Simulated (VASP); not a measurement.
InGa2N3, 12 atoms in the cell. Symmetry: Cmc2_1, No. 36, orthorhombic system. The conventional cell has a = 10.104 Å, b = 5.828 Å, c = 5.272 Å, α = 90.00°, β = 90.00°, γ = 90.00°. In (site symmetry m) has 4 N at 2.14 to 2.20 Å within 2.8 Å. Within 2.6 Å of Ga (site symmetry 1) lie 4 N at 1.93 to 1.98 Å. Within 2.6 Å of N (site symmetry 1) lie 3 Ga at 1.93 to 1.98 Å and 1 In at 2.19 Å. N (site symmetry m) has 2 Ga at 1.98 Å and 2 In at 2.14 to 2.20 Å within 2.6 Å.  This cell differs from its parent crystal: biaxial strain in the a-b plane: +2.0 %.

```yaml
Program: VASP 6.6.1
Task: single point
Functional: PBEsol
Potentials_or_basis: VASP PAW PBE potentials, release 64 (In_d, Ga_d, N)
Cutoff: 520 eV
k_mesh: 6 × 6 × 6
Occupations: gaussian, width 0.02 eV
Spin: no spin polarisation
Dipole_correction: no
Further_INCAR_settings: ALGO = Normal; EDIFF = 1e-06; NBANDS = 66
```

Potentials or basis: VASP PAW PBE potentials, release 64 (In_d, Ga_d, N).

Run with:

```console
$ cat potpaw_PBE.64/In_d/POTCAR potpaw_PBE.64/Ga_d/POTCAR potpaw_PBE.64/N/POTCAR > POTCAR
$ mpirun -np 1 vasp_std > vasp.out
```

Hardware: 1 thread of Intel(R) Xeon(R) Platinum 8259CL CPU @ 2.50GHz (Skylake/Cascade Lake), with other jobs on the host.

Problem. Estimate the wall time of this run.

Solution. Run time: 15 min on 1 thread of Intel(R) Xeon(R) Platinum 8259CL CPU @ 2.50GHz (Skylake/Cascade Lake), with other jobs on the host, peak memory 0.56 GiB. Counts: scf iterations 16, k points 52.
